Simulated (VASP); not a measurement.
# Sb2Au (Fm-3m) in VASP: notebook

The runs below take Sb2Au through single point, with LDA.

Everything below comes from runs of VASP 6.6.1. Logs are shortened: lines on timing, memory, paths and dates and some standing lists are left out, and cuts for length are marked.

### 1 The cell of the first run

The structure is cubic, space group Fm-3m (No. 225). The conventional cell has a = 6.656 Å, b = 6.656 Å, c = 6.656 Å, α = 90.00°, β = 90.00°, γ = 90.00°. Sb (site symmetry -43m) has 4 Au at 2.88 Å and 6 Sb at 3.33 Å within 3.8 Å. Within 3.8 Å of Au (site symmetry m-3m) lie 8 Sb at 2.88 Å.

### 2 Single point, LDA

INCAR reads:

```
PREC     = Accurate       # precision mode
ENCUT    = 520            # plane-wave cutoff, eV
EDIFF    = 1E-6           # SCF threshold, eV
ISMEAR   = 1              # smearing method
SIGMA    = 0.3            # smearing width, eV
LREAL    = False          # projectors in reciprocal space
LASPH    = True           # aspherical terms in the spheres
NELM     = 60             # most SCF steps
ALGO     = Normal         # electronic algorithm
ISIF     = 2              # what is computed and relaxed
LWAVE    = False          # write WAVECAR
LCHARG   = False          # write CHGCAR
NBANDS   = 18             # bands
```

KPOINTS reads:

```
regular mesh
0
Gamma
  6 6 6
```

POSCAR reads:

```
Sb2Au
1.0
    0.0000000000      3.3280000000      3.3280000000
    3.3280000000      0.0000000000      3.3280000000
    3.3280000000      3.3280000000      0.0000000000
Sb Au
2 1
Direct
    0.2500000000      0.2500000000      0.2500000000
    0.7500000000      0.7500000000      0.7500000000
    0.0000000000      0.0000000000      0.0000000000
```

Potentials or basis: VASP PAW LDA potentials, release 64 (Sb, Au).

Started as:

```bash
$ cat potpaw_LDA.64/Sb/POTCAR potpaw_LDA.64/Au/POTCAR > POTCAR
$ mpirun -np 1 vasp_std > vasp.out
```

OUTCAR:

```text
PREC = Accurate
   ENCUT = 520
   EDIFF = 1E-6
   ISMEAR = 1
   LREAL = False
   LASPH = True
   NELM = 60
   ISIF = 2

 ion  position               nearest neighbor table
   1  0.250  0.250  0.250-   3 2.88   3 2.88   3 2.88   3 2.88   2 3.33   2 3.33   2 3.33   2 3.33
                             2 3.33   2 3.33
   2  0.750  0.750  0.750-   3 2.88   3 2.88   3 2.88   3 2.88   1 3.33   1 3.33   1 3.33   1 3.33
                             1 3.33   1 3.33
   3  0.000  0.000  0.000-   2 2.88   2 2.88   2 2.88   1 2.88   2 2.88   1 2.88   1 2.88   1 2.88

  LATTYP: Found a face centered cubic cell.
 ALAT       =     6.6560000000

  Lattice vectors:

 A1 = (   0.0000000000,   3.3280000000,   3.3280000000)
 A2 = (   3.3280000000,   0.0000000000,   3.3280000000)
 A3 = (   3.3280000000,   3.3280000000,   0.0000000000)

Analysis of symmetry for initial positions (statically):
=====================================================================
 Subroutine PRICEL returns:
 Original cell was already a primitive cell.

 Routine SETGRP: Setting up the symmetry group for a
 face centered cubic supercell.

 Subroutine GETGRP returns: Found 48 space group operations
 (whereof 48 operations were pure point group operations)
 out of a pool of 48 trial point group operations.

The static configuration has the point symmetry O_h .

Analysis of symmetry for dynamics (positions and initial velocities):
=====================================================================
 Subroutine PRICEL returns:
 Original cell was already a primitive cell.

 Routine SETGRP: Setting up the symmetry group for a
 face centered cubic supercell.

 Subroutine GETGRP returns: Found 48 space group operations
 (whereof 48 operations were pure point group operations)
 out of a pool of 48 trial point group operations.

The dynamic configuration has the point symmetry O_h .

 Subroutine INISYM returns: Found 48 space group operations
 (whereof 48 operations are pure point group operations),
 and found     1 'primitive' translations

----------------------------------------------------------------------------------------

                                     Primitive cell

  volume of cell :      73.7191

  direct lattice vectors                    reciprocal lattice vectors
     0.000000000  3.328000000  3.328000000    -0.150240385  0.150240385  0.150240385
     3.328000000  0.000000000  3.328000000     0.150240385 -0.150240385  0.150240385
     3.328000000  3.328000000  0.000000000     0.150240385  0.150240385 -0.150240385

  length of vectors
     4.706502736  4.706502736  4.706502736     0.260223980  0.260223980  0.260223980

  position of ions in fractional coordinates (direct lattice)
     0.250000000  0.250000000  0.250000000
     0.750000000  0.750000000  0.750000000
     0.000000000  0.000000000  0.000000000

  ion indices of the primitive-cell ions
   primitive index   ion index
                 1           1
                 2           2
                 3           3

----------------------------------------------------------------------------------------

 KPOINTS: regular mesh

Automatic generation of k-mesh.
 Grid dimensions read from file:
 generate k-points for:    6    6    6

 Generating k-lattice:

  Cartesian coordinates                     Fractional coordinates (reciprocal lattice)
    -0.025040064  0.025040064  0.025040064     0.166666667  0.000000000  0.000000000
     0.025040064 -0.025040064  0.025040064     0.000000000  0.166666667  0.000000000
     0.025040064  0.025040064 -0.025040064     0.000000000  0.000000000  0.166666667

  Length of vectors
     0.043370663  0.043370663  0.043370663

  Shift w.r.t. Gamma in fractional coordinates (k-lattice)
     0.000000000  0.000000000  0.000000000

 Subroutine IBZKPT returns following result:
 ===========================================

 Found     16 irreducible k-points:

 Following reciprocal coordinates:
            Coordinates               Weight
  0.000000  0.000000  0.000000      1.000000
  0.166667  0.000000  0.000000      8.000000
  0.333333  0.000000  0.000000      8.000000
  0.500000  0.000000  0.000000      4.000000
  0.166667  0.166667  0.000000      6.000000
  0.333333  0.166667  0.000000     24.000000
[... 8 lines left out ...]
 -0.333333  0.333333  0.166667     24.000000
 -0.333333  0.500000  0.166667     12.000000
   k-points           NKPTS =     16   k-points in BZ     NKDIM =     16   number of bands    NBANDS=     18
   number of dos      NEDOS =    301   number of ions     NIONS =      3
   total plane-waves  NPLWV =  46656
   dimension x,y,z NGX =    36 NGY =   36 NGZ =   36
   dimension x,y,z NGXF=    72 NGYF=   72 NGZF=   72
   ions per type =               2   1
   NGX,Y,Z   is equivalent  to a cutoff of  12.72, 12.72, 12.72 a.u.
   NGXF,Y,Z  is equivalent  to a cutoff of  25.43, 25.43, 25.43 a.u.
 SYSTEM =  unknown system
   PREC   = accura    normal or accurate (medium, high low for compatibility)
   ISTART =      0    job   : 0-new  1-cont  2-samecut
   ICHARG =      2    charge: 1-file 2-atom 10-const
   ISPIN  =      1    spin polarized calculation?
   LNONCOLLINEAR =      F non collinear calculations
   LSORBIT =      F    spin-orbit coupling
   LASPH  =      T    aspherical Exc in radial PAW
   ENCUT  =  520.0 eV  38.22 Ry    6.18 a.u.   8.75  8.75  8.75*2*pi/ulx,y,z
   NELM   =     60;   NELMIN=  2; NELMDL= -5     # of ELM steps
   EDIFF  = 0.1E-05   stopping-criterion for ELM
   LREAL  =      F    real-space projection
   EDIFFG = 0.1E-04   stopping-criterion for IOM
   NSW    =      0    number of steps for IOM
   IBRION =     -1    ionic relax: 0-MD 1-quasi-New 2-CG
   NFREE  =      0    steps in history (QN), initial steepest desc. (CG)
   ISIF   =      2    stress and relaxation
   ISYM   =      2    0-nonsym 1-usesym 2-fastsym
   POTIM  = 0.5000    time-step for ionic-motion
   TEBEG  =    0.0;   TEEND  =   0.0 temperature during run
   PSTRESS=    0.0 pullay stress
   NELECT =      21.0000    total number of electrons
   NUPDOWN=      -1.0000    fix difference up-down
   EMIN   =  10.00;   EMAX   =-10.00  energy-range for DOS
   EFERMI =   0.00;   METHOD = LEGACY
   ISMEAR =     1;   SIGMA  =   0.30  broadening in eV -4-tet -1-fermi 0-gaus
   EFERMI_NEDOS =   21; number of points for ismear=-14 and -15
   IALGO  =     38    algorithm
   IMIX   =      4    mixing-type and parameters
     AMIX     =   0.40;   BMIX     =  1.00
     AMIX_MAG =   1.60;   BMIX_MAG =  1.00
  volume/ion in A,a.u.               =      24.57       165.83
  Fermi-wavevector in a.u.,A,eV,Ry     =   1.077179  2.035573 15.787043  1.160315
  Thomas-Fermi vector in A             =   2.213084
   LORBIT       =      0    0 simple, 1 ext, 2 COOP (PROOUT), +10 PAW based schemes
   GGA     = CA    functional components
   LHFCALC =     F    Hartree Fock is set to
   AEXX    =    0.0000 exact exchange contribution
   IVDW    =     0    specifies the selected vdW correction
   LEPSILON=     F    determine dielectric tensor
   LRPA    =     F    only Hartree local field effects (RPA)
 non-spin polarized calculation
 Methfessel and Paxton  Order N= 1 SIGMA  =   0.30
  energy-cutoff  :      520.00
  volume of cell :       73.72
 maximum number of plane-waves:      2012
   NGX = 17   NGY = 17   NGZ = 17

 number of electron      20.9999999 magnetization

 Free energy of the ion-electron system (eV)
  ---------------------------------------------------
  ext. energy  EPLUGINS =         0.00000000
  ---------------------------------------------------
  free energy    TOTEN  =       -13.84346712 eV

  energy without entropy =      -13.83619712  energy(sigma->0) =      -13.84104378

 E-fermi :   8.7544     XC(G=0): -10.6505

 val. band max:        8.7043509861   @ k =   0.1667   0.0000   0.0000
 cond. band min:       8.7827379354   @ k =  -0.1667   0.1667   0.0000
 fundamental gap:      0.0783869493
 Fermi energy:         8.7544431030

 k-point     1 :       0.0000    0.0000    0.0000
  band No.  band energies     occupation
      1      -4.3617      2.00000
      2       1.8183      2.00000
      3       2.0065      2.00000
      4       2.0065      2.00000
      5       2.0065      2.00000
      6       3.3010      2.00000
[... 10 lines left out ...]
     17      11.2623     -0.00000
     18      14.5222     -0.00000

 k-point     2 :       0.1667    0.0000    0.0000
  band No.  band energies     occupation
      1      -4.0869      2.00000
      2       0.4843      2.00000
      3       2.1089      2.00000
      4       2.1089      2.00000
      5       3.2677      2.00000
      6       3.2677      2.00000
[... 10 lines left out ...]
     17      13.4085     -0.00000
     18      15.7617      0.00000

 k-point     3 :       0.3333    0.0000    0.0000
  band No.  band energies     occupation
      1      -3.3117      2.00000
      2      -0.7873      2.00000
      3       2.3046      2.00000
      4       2.3046      2.00000
      5       3.2675      2.00000
      6       3.2675      2.00000
[... 10 lines left out ...]
     17      16.3888      0.00000
     18      17.7681      0.00000

 k-point     4 :       0.5000    0.0000    0.0000
  band No.  band energies     occupation
      1      -2.4413      2.00000
      2      -1.7688      2.00000
      3       2.3830      2.00000
      4       2.3830      2.00000
      5       2.9580      2.00000
      6       3.3311      2.00000
[... 207 lines left out ...]
      4       2.5817      2.00000
      5       2.6204      2.00000
      6       3.1891      2.00000
[... 10 lines left out ...]
     17      15.7481      0.00000
     18      16.5876      0.00000

 k-point    15 :      -0.3333    0.3333    0.1667
  band No.  band energies     occupation
      1      -1.8751      2.00000
      2      -1.6453      2.00000
      3       1.9684      2.00000
      4       2.2591      2.00000
      5       2.7606      2.00000
      6       3.2509      2.00000
[... 10 lines left out ...]
     17      16.4477      0.00000
     18      16.9665      0.00000

 k-point    16 :      -0.3333    0.5000    0.1667
  band No.  band energies     occupation
      1      -1.8451      2.00000
      2      -1.3251      2.00000
      3       1.2750      2.00000
      4       2.5298      2.00000
      5       2.9886      2.00000
      6       3.0925      2.00000
[... 10 lines left out ...]
     17      16.5128      0.00000
     18      17.8367      0.00000

------------------------ aborting loop because EDIFF is reached ----------------------------------------

  FORCE on cell =-STRESS in cart. coord.  units (eV):
  Direction    XX          YY          ZZ          XY          YZ          ZX
  --------------------------------------------------------------------------------------
  -------------------------------------------------------------------------------------
  Total        1.5156588      1.5156588      1.5156588      0.0000000      0.0000000     -0.0000000
  in kB       32.9406431     32.9406431     32.9406431      0.0000000      0.0000000     -0.0000000
  external PRESSURE =      32.9406431 kB  Pullay stress =       0.0000000 kB

 VOLUME and BASIS-vectors are now :
 -----------------------------------------------------------------------------
  energy-cutoff  :      520.00
  volume of cell :       73.72
      direct lattice vectors                 reciprocal lattice vectors
     0.000000000  3.328000000  3.328000000    -0.150240385  0.150240385  0.150240385
     3.328000000  0.000000000  3.328000000     0.150240385 -0.150240385  0.150240385
     3.328000000  3.328000000  0.000000000     0.150240385  0.150240385 -0.150240385

 POSITION                                       TOTAL-FORCE (eV/Angst)
 -----------------------------------------------------------------------------------
      1.66400      1.66400      1.66400        -0.000000      0.000000     -0.000000
      4.99200      4.99200      4.99200         0.000000      0.000000      0.000000
      0.00000      0.00000      0.00000         0.000000     -0.000000     -0.000000
 -----------------------------------------------------------------------------------
    total drift:                               -0.000000      0.000000      0.000000

  FREE ENERGIE OF THE ION-ELECTRON SYSTEM (eV)
  ---------------------------------------------------
  free  energy   TOTEN  =       -13.8434671163 eV

  energy  without entropy=      -13.8361971174  energy(sigma->0) =      -13.84104378
```

Wall time 37 s (1 thread of Intel Xeon 8259CL, shared host); peak memory 0.18 GiB.

What came out:

```
Free energy : -13.8435 eV
Pressure    : 3.3 GPa
```

Caveat: spin-orbit coupling is left out, which moves the levels of the heavy elements.

### 3 Single point, LDA

This run uses another cell than the first one, of 25.23 Å³/atom, 1.027 times its volume.

INCAR reads:

```
  PREC = Accurate
  ENCUT = 520
  EDIFF = 1E-6
  ISMEAR = 1
  SIGMA = 0.3
  LREAL = False
  LASPH = True
  NELM = 80
  ALGO = Normal
  ISIF = 2
  LWAVE = False
  LCHARG = True
  GGA = CA
  LELF = True
  LVHAR = True
  NBANDS = 18
```

KPOINTS reads:

```
Automatic mesh
0
Gamma
  6 6 6
```

POSCAR reads:

```
Sb2Au
1.0
    0.0000000000      3.3573230968      3.3573230968
    3.3573230968      0.0000000000      3.3573230968
    3.3573230968      3.3573230968      0.0000000000
Sb Au
2 1
Direct
    0.2500000000      0.2500000000      0.2500000000
    0.7500000000      0.7500000000      0.7500000000
    0.0000000000      0.0000000000      0.0000000000
```

Potentials or basis: VASP PAW LDA potentials, release 64 (Sb, Au).

Started as:

```bash
$ cat potpaw_LDA.64/Sb/POTCAR potpaw_LDA.64/Au/POTCAR > POTCAR
$ mpirun -np 1 vasp_std > vasp.out
```

Run time: 37 s. Hardware: 1 thread of Intel Xeon 8259CL, shared host; peak memory 0.18 GiB.

Results (log left out):

| Quantity | Value |
| --- | --- |
| Free energy | -13.8677 eV |
| Pressure | 0.7 GPa |

Levels at points of the mesh, in eV from the Fermi level:
| k point | band 8 | band 9 | band 10 | band 11 | band 12 | band 13 |
| --- | --- | --- | --- | --- | --- | --- |
| (0.00, 0.00, 0.00) | -0.35 | -0.35 | -0.35 | 0.49 | 0.49 | 0.49 |
| (0.50, 0.00, 0.00) | -2.49 | -2.34 | -2.34 | -1.56 | 0.16 | 0.16 |
| (0.50, 0.50, 0.00) | -4.53 | -4.53 | -3.75 | 0.37 | 3.49 | 3.49 |

Caveat: spin-orbit coupling is left out, which moves the levels of the heavy elements.
